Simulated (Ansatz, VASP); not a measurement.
**Two plane-wave programs on NbTe2Mo3**

```
CELL_PARAMETERS angstrom
3.96001 0.00000 0.00000
0.00000 3.96001 0.00000
0.00000 0.00000 10.05806
ATOMIC_POSITIONS crystal
Nb 0.00000 0.00000 0.00000
Te 0.00000 0.00000 0.50000
Te 0.50000 0.50000 0.50000
Mo 0.00000 0.00000 0.22548
Mo 0.00000 0.00000 0.77452
Mo 0.50000 0.50000 0.00000
```

Alike in both runs: functional PBE; k mesh 4 × 4 × 2; occupations gaussian, width 0.2 eV; no spin polarisation.

Ansatz relaxed the structure, and its values are those at the end. VASP's run is a single point on that final structure, the one shown.

|  | VASP | Ansatz |
| --- | --- | --- |
| version | VASP 6.6.1 | Ansatz 0.2.0 |
| potentials or method | VASP PAW PBE potentials, release 64 (Nb_sv, Te, Mo_sv), cutoff 520 eV | scalar-relativistic, plane waves, PAW |
| valence electrons in the cell | 67 | 87 |

Ansatz gave:

- gap on the k mesh at the Fermi level (eV): none
- pressure (GPa): -0.2
- rms of the force components (eV/Å): 0.004

Task: What did VASP give for the same quantities?

Result: gap on the k mesh at the Fermi level (eV): none; pressure (GPa): -0.1; rms of the force components (eV/Å): 0.023.

A gap of «none» marks a metal or a gap that the smearing closes. With one functional, cell and mesh, what is left measures potentials, basis and numerics. VASP's potentials hold 67 valence electrons a cell and Ansatz's 87, so a difference there can come from the potentials and not from the codes.

The k mesh is coarse, so the values compare programs but aren't converged. Neither program's run includes spin-orbit coupling.
